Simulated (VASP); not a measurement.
A run of VASP 6.6.1 is set up as follows.

File INCAR:

```
SYSTEM = SrTiO3
PREC     = Accurate       ! precision mode
ENCUT    = 520            ! plane-wave cutoff, eV
EDIFF    = 1E-8           ! SCF threshold, eV
ISMEAR   = -1             ! smearing method
SIGMA    = 0.05           ! smearing width, eV
LREAL    = .False.        ! projectors in reciprocal space
LASPH    = .True.         ! aspherical terms in the spheres
NELM     = 80             ! most SCF steps
ALGO     = Normal         ! electronic algorithm
ISIF     = 2              ! what is computed and relaxed
LWAVE    = .False.        ! write WAVECAR
LCHARG   = .False.        ! write CHGCAR
GGA      = PE             ! functional
LEFG     = .True.       
NBANDS   = 28             ! bands
```

The input KPOINTS:

```
Automatic mesh
0
Gamma
  7 7 7
  0 0 0
```

Contents of POSCAR:

```
SrTiO3
1.0
    3.9050000000     -0.0585750000     -0.0585750000
   -0.0585750000      3.9050000000     -0.0585750000
   -0.0585750000     -0.0585750000      3.9050000000
Sr Ti O
1 1 3
Direct
    0.0000000000      0.0000000000      0.0000000000
    0.5000000000      0.5000000000      0.5000000000
    0.0000000000      0.5000000000      0.5000000000
    0.5000000000      0.0000000000      0.5000000000
    0.5000000000      0.5000000000      0.0000000000
```

Potentials or basis: VASP PAW PBE potentials, release 64 (Sr_sv, Ti_sv, O).

Run with:

```console
$ cat potpaw_PBE.64/Sr_sv/POTCAR potpaw_PBE.64/Ti_sv/POTCAR potpaw_PBE.64/O/POTCAR > POTCAR
$ mpirun -np 1 vasp_std > vasp.out
```

(1) Predict the band gap on the k mesh.

(2) Predict the pressure.

## Answers

(1) 1.76 eV (least direct gap 1.95 eV).

(2) 5.2 GPa.

Caveat: the cell differs from its parent crystal (equal xy, yz and zx shear strains of -3 %); the cell stands under pressure; without QUAD_EFG the Cq values of the log hold for a quadrupole moment of 1 mb, not for the nuclei; an odd mesh through Γ misses points on the zone boundary, where band edges can lie.
